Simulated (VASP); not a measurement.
Runs of VASP 6.6.1 on ZnS (rocksalt type). The structure is that of space group Fm-3m (No. 225), or close to it. The cells are those of the table. 

| task | cell | cutoff (eV) | k mesh for the DOS | occupations for the DOS | gap on the mesh (eV) | pressure (GPa) |
| --- | --- | --- | --- | --- | --- | --- |
| relaxation of cell and atoms | relaxed from a = 3.289 Å, angles 60.0°, 2 atoms | 600 | - | - | none | 0.0 |
| single point | a = 3.548 Å, angles 60.0°, 2 atoms | 520 | - | - | none | 5.2 |
| electric field gradients | a = 3.668 Å, angles 60.0°, 2 atoms | 520 | - | - | none | (a) |
| electric field gradients | a = 3.609 Å, angles 60.0°, 2 atoms | 520 | - | - | none | 0.2 |
| single point | a = 3.578 Å, angles 60.0°, 2 atoms | 520 | - | - | none | 2.5 |

Alike in all rows: level PBE; potentials or basis VASP PAW PBE potentials, release 64 (Zn, S); no spin polarisation; k mesh 15 × 15 × 15; smearing fermi-dirac 0.05 eV.

**Question.** Estimate the missing entries.

**Answer.** (a) -3.6.

A gap of «none» marks levels without a gap at the run's occupations.
